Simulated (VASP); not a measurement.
# Nb in VASP: further runs

Nb is run at these levels: PBE, PBEsol; tasks: electric field gradients.

Everything below comes from runs of VASP 6.6.1. Logs are shortened: lines on timing, memory, paths and dates and some standing lists are left out, and cuts for length are marked.

### 1 The cell of the first run

Symmetry: Fm-3m, No. 225, cubic system. Conventional cell: a = 4.313 Å, b = 4.313 Å, c = 4.313 Å, α = 90.00°, β = 90.00°, γ = 90.00°. Within 4.0 Å of Nb (site symmetry m-3m) lie 12 Nb at 3.05 Å.

### 2 Electric field gradients, PBE (volume scaled by 1.06)

The input, INCAR:

```
  ALGO = Normal
  EDIFF = 1E-8
  ENCUT = 520
  GGA = PE
  ISIF = 2
  ISMEAR = -1
  LASPH = T
  LCHARG = F
  LEFG = T
  LREAL = F
  LWAVE = F
  NBANDS = 12
  NELM = 60
  PREC = Accurate
  SIGMA = 0.08
```

The input, KPOINTS:

```
k-points
0
Gamma
  13 13 13
```

The input, POSCAR:

```
Nb
1.0
    0.0000000000      2.1564811194      2.1564811194
    2.1564811194      0.0000000000      2.1564811194
    2.1564811194      2.1564811194      0.0000000000
Nb
1
Direct
    0.0000000000      0.0000000000      0.0000000000
```

Potentials or basis: VASP PAW PBE potentials, release 64 (Nb_sv).

Launch:

```
> cat potpaw_PBE.64/Nb_sv/POTCAR > POTCAR
> mpirun -np 1 vasp_std > vasp.out
```

OUTCAR:

```text
EDIFF = 1E-8
   ENCUT = 520
   GGA = PE
   ISIF = 2
   ISMEAR = -1
   LASPH = T
   LREAL = F
   NELM = 60
   PREC = Accurate

 ion  position               nearest neighbor table
   1  0.000  0.000  0.000-

  LATTYP: Found a face centered cubic cell.
 ALAT       =     4.3129622388

  Lattice vectors:

 A1 = (   0.0000000000,   2.1564811194,   2.1564811194)
 A2 = (   2.1564811194,   0.0000000000,   2.1564811194)
 A3 = (   2.1564811194,   2.1564811194,   0.0000000000)

Analysis of symmetry for initial positions (statically):
=====================================================================
 Subroutine PRICEL returns:
 Original cell was already a primitive cell.

 Routine SETGRP: Setting up the symmetry group for a
 face centered cubic supercell.

 Subroutine GETGRP returns: Found 48 space group operations
 (whereof 48 operations were pure point group operations)
 out of a pool of 48 trial point group operations.

The static configuration has the point symmetry O_h .

Analysis of symmetry for dynamics (positions and initial velocities):
=====================================================================
 Subroutine PRICEL returns:
 Original cell was already a primitive cell.

 Routine SETGRP: Setting up the symmetry group for a
 face centered cubic supercell.

 Subroutine GETGRP returns: Found 48 space group operations
 (whereof 48 operations were pure point group operations)
 out of a pool of 48 trial point group operations.

The dynamic configuration has the point symmetry O_h .

 Subroutine INISYM returns: Found 48 space group operations
 (whereof 48 operations are pure point group operations),
 and found     1 'primitive' translations

----------------------------------------------------------------------------------------

                                     Primitive cell

  volume of cell :      20.0570

  direct lattice vectors                    reciprocal lattice vectors
     0.000000000  2.156481119  2.156481119    -0.231859206  0.231859206  0.231859206
     2.156481119  0.000000000  2.156481119     0.231859206 -0.231859206  0.231859206
     2.156481119  2.156481119  0.000000000     0.231859206  0.231859206 -0.231859206

  length of vectors
     3.049724846  3.049724846  3.049724846     0.401591925  0.401591925  0.401591925

  position of ions in fractional coordinates (direct lattice)
     0.000000000  0.000000000  0.000000000

  ion indices of the primitive-cell ions
   primitive index   ion index
                 1           1

----------------------------------------------------------------------------------------

 KPOINTS: k-points

Automatic generation of k-mesh.
 Grid dimensions read from file:
 generate k-points for:   13   13   13

 Generating k-lattice:

  Cartesian coordinates                     Fractional coordinates (reciprocal lattice)
    -0.017835324  0.017835324  0.017835324     0.076923077  0.000000000  0.000000000
     0.017835324 -0.017835324  0.017835324     0.000000000  0.076923077  0.000000000
     0.017835324  0.017835324 -0.017835324     0.000000000  0.000000000  0.076923077

  Length of vectors
     0.030891687  0.030891687  0.030891687

  Shift w.r.t. Gamma in fractional coordinates (k-lattice)
     0.000000000  0.000000000  0.000000000

 Subroutine IBZKPT returns following result:
 ===========================================

 Found     84 irreducible k-points:

 Following reciprocal coordinates:
            Coordinates               Weight
  0.000000  0.000000  0.000000      1.000000
  0.076923  0.000000  0.000000      8.000000
  0.153846  0.000000  0.000000      8.000000
  0.230769  0.000000  0.000000      8.000000
  0.307692  0.000000  0.000000      8.000000
  0.384615  0.000000  0.000000      8.000000
[... 16 lines left out ...]
  0.384615  0.153846  0.000000     24.000000
  0.461538  0.153846  0.000000     24.000000
 [... further k-points ...]
   k-points           NKPTS =     84   k-points in BZ     NKDIM =     84   number of bands    NBANDS=     12
   number of dos      NEDOS =    301   number of ions     NIONS =      1
   total plane-waves  NPLWV =  13824
   dimension x,y,z NGX =    24 NGY =   24 NGZ =   24
   dimension x,y,z NGXF=    48 NGYF=   48 NGZF=   48
   ions per type =               1
   NGX,Y,Z   is equivalent  to a cutoff of  13.08, 13.08, 13.08 a.u.
   NGXF,Y,Z  is equivalent  to a cutoff of  26.17, 26.17, 26.17 a.u.
 SYSTEM =  unknown system
   PREC   = accura    normal or accurate (medium, high low for compatibility)
   ISTART =      0    job   : 0-new  1-cont  2-samecut
   ICHARG =      2    charge: 1-file 2-atom 10-const
   ISPIN  =      1    spin polarized calculation?
   LNONCOLLINEAR =      F non collinear calculations
   LSORBIT =      F    spin-orbit coupling
   LASPH  =      T    aspherical Exc in radial PAW
   ENCUT  =  520.0 eV  38.22 Ry    6.18 a.u.   5.67  5.67  5.67*2*pi/ulx,y,z
   NELM   =     60;   NELMIN=  2; NELMDL= -5     # of ELM steps
   EDIFF  = 0.1E-07   stopping-criterion for ELM
   LREAL  =      F    real-space projection
   EDIFFG = 0.1E-06   stopping-criterion for IOM
   NSW    =      0    number of steps for IOM
   IBRION =     -1    ionic relax: 0-MD 1-quasi-New 2-CG
   NFREE  =      0    steps in history (QN), initial steepest desc. (CG)
   ISIF   =      2    stress and relaxation
   ISYM   =      2    0-nonsym 1-usesym 2-fastsym
   POTIM  = 0.5000    time-step for ionic-motion
   TEBEG  =    0.0;   TEEND  =   0.0 temperature during run
   PSTRESS=    0.0 pullay stress
   NELECT =      13.0000    total number of electrons
   NUPDOWN=      -1.0000    fix difference up-down
   EMIN   =  10.00;   EMAX   =-10.00  energy-range for DOS
   EFERMI =   0.00;   METHOD = LEGACY
   ISMEAR =    -1;   SIGMA  =   0.08  broadening in eV -4-tet -1-fermi 0-gaus
   EFERMI_NEDOS =   21; number of points for ismear=-14 and -15
   IALGO  =     38    algorithm
   IMIX   =      4    mixing-type and parameters
     AMIX     =   0.40;   BMIX     =  1.00
     AMIX_MAG =   1.60;   BMIX_MAG =  1.00
  volume/ion in A,a.u.               =      20.06       135.35
  Fermi-wavevector in a.u.,A,eV,Ry     =   1.416773  2.677313 27.310238  2.007246
  Thomas-Fermi vector in A             =   2.538073
   LORBIT       =      0    0 simple, 1 ext, 2 COOP (PROOUT), +10 PAW based schemes
   GGA     = PE    functional components
   LHFCALC =     F    Hartree Fock is set to
   AEXX    =    0.0000 exact exchange contribution
   IVDW    =     0    specifies the selected vdW correction
   LEPSILON=     F    determine dielectric tensor
   LRPA    =     F    only Hartree local field effects (RPA)
 non-spin polarized calculation
  energy-cutoff  :      520.00
  volume of cell :       20.06
 maximum number of plane-waves:       556
   NGX = 11   NGY = 11   NGZ = 11

 number of electron      12.9999999 magnetization

 Free energy of the ion-electron system (eV)
  ---------------------------------------------------
  ext. energy  EPLUGINS =         0.00000000
  ---------------------------------------------------
  free energy    TOTEN  =        -9.86822929 eV

  energy without entropy =       -9.83460431  energy(sigma->0) =       -9.85141680

 E-fermi :  10.0559     XC(G=0): -11.9581

 val. band max:       10.0525640570   @ k =   0.0769   0.0000   0.0000
 cond. band min:      10.0639978908   @ k =   0.4615   0.0000   0.0000
 fundamental gap:      0.0114338338
 Fermi energy:        10.0558767543

 k-point     1 :       0.0000    0.0000    0.0000
  band No.  band energies     occupation
      1     -44.8168      2.00000
      2     -20.3131      2.00000
      3     -20.3131      2.00000
      4     -20.3131      2.00000
      5       4.0156      2.00000
      6      10.2053      0.26761
      7      10.2053      0.26761
      8      10.2053      0.26761
      9      12.5662      0.00000
     10      12.5662      0.00000
     11      21.8034      0.00000
     12      26.2939      0.00000

 k-point     2 :       0.0769    0.0000    0.0000
  band No.  band energies     occupation
      1     -44.8086      2.00000
      2     -20.3709      2.00000
      3     -20.3204      2.00000
      4     -20.3204      2.00000
      5       4.2195      2.00000
      6      10.0526      1.02070
      7      10.2970      0.09358
      8      10.2970      0.09358
      9      12.4900      0.00000
     10      12.4900      0.00000
     11      22.2028      0.00000
     12      25.4302      0.00000
[... 316 lines left out ...]
 k-point    24 :       0.4615    0.1538    0.0000
  band No.  band energies     occupation
      1     -44.6671      2.00000
      2     -21.1488      2.00000
      3     -20.5455      2.00000
      4     -20.4889      2.00000
      5       7.0499      2.00000
      6       9.1534      1.99997
      7      10.0084      1.28811
      8      10.7977      0.00019
      9      14.4078      0.00000
     10      14.8047      0.00000
     11      20.0576      0.00000
     12      23.2310      0.00000

 [... further k-points ...]

------------------------ aborting loop because EDIFF is reached ----------------------------------------

  FORCE on cell =-STRESS in cart. coord.  units (eV):
  Direction    XX          YY          ZZ          XY          YZ          ZX
  --------------------------------------------------------------------------------------
  -------------------------------------------------------------------------------------
  Total       -1.2217957     -1.2217957     -1.2217957     -0.0000000      0.0000000     -0.0000000
  in kB      -97.5982917    -97.5982917    -97.5982917     -0.0000000      0.0000000     -0.0000000
  external PRESSURE =     -97.5982917 kB  Pullay stress =       0.0000000 kB

 VOLUME and BASIS-vectors are now :
 -----------------------------------------------------------------------------
  energy-cutoff  :      520.00
  volume of cell :       20.06
      direct lattice vectors                 reciprocal lattice vectors
     0.000000000  2.156481119  2.156481119    -0.231859206  0.231859206  0.231859206
     2.156481119  0.000000000  2.156481119     0.231859206 -0.231859206  0.231859206
     2.156481119  2.156481119  0.000000000     0.231859206  0.231859206 -0.231859206

 POSITION                                       TOTAL-FORCE (eV/Angst)
 -----------------------------------------------------------------------------------
      0.00000      0.00000      0.00000        -0.000000     -0.000000     -0.000000
 -----------------------------------------------------------------------------------
    total drift:                                0.000000      0.000000     -0.000000

  FREE ENERGIE OF THE ION-ELECTRON SYSTEM (eV)
  ---------------------------------------------------
  free  energy   TOTEN  =        -9.8682292880 eV

  energy  without entropy=       -9.8346043123  energy(sigma->0) =       -9.85141680

 Electric field gradients (V/A^2)
---------------------------------------------------------------------
 ion       V_xx      V_yy      V_zz      V_xy      V_xz      V_yz
---------------------------------------------------------------------
   1       0.000     0.000     0.000     0.000     0.000     0.000
---------------------------------------------------------------------

 Electric field gradients after diagonalization (V/A^2)
 (convention: |V_zz| > |V_xx| > |V_yy|)
----------------------------------------------------------------------
 ion       V_xx      V_yy      V_zz     asymmetry (V_yy - V_xx)/ V_zz
----------------------------------------------------------------------
   1      -0.000    -0.000     0.001       0.000
----------------------------------------------------------------------

           NMR quadrupolar parameters

 Cq : quadrupolar parameter    Cq=e*Q*V_zz/h
 eta: asymmetry parameters     (V_yy - V_xx)/ V_zz
 Q  : nuclear electric quadrupole moment in mb (millibarn)
----------------------------------------------------------------------
 ion       Cq(MHz)       eta       Q (mb)
----------------------------------------------------------------------
   1       0.000       0.000       1.000
----------------------------------------------------------------------
```

Wall time 10 s (1 thread of Intel Xeon Platinum 8488C (Sapphire Rapids), shared host); peak memory 0.15 GiB.

What came out:

```
Free energy : -9.8682 eV
Pressure    : -9.8 GPa
```

Caveat: without QUAD_EFG the Cq values of the log hold for a quadrupole moment of 1 mb, not for the nuclei.

[end of part 1 of 3]
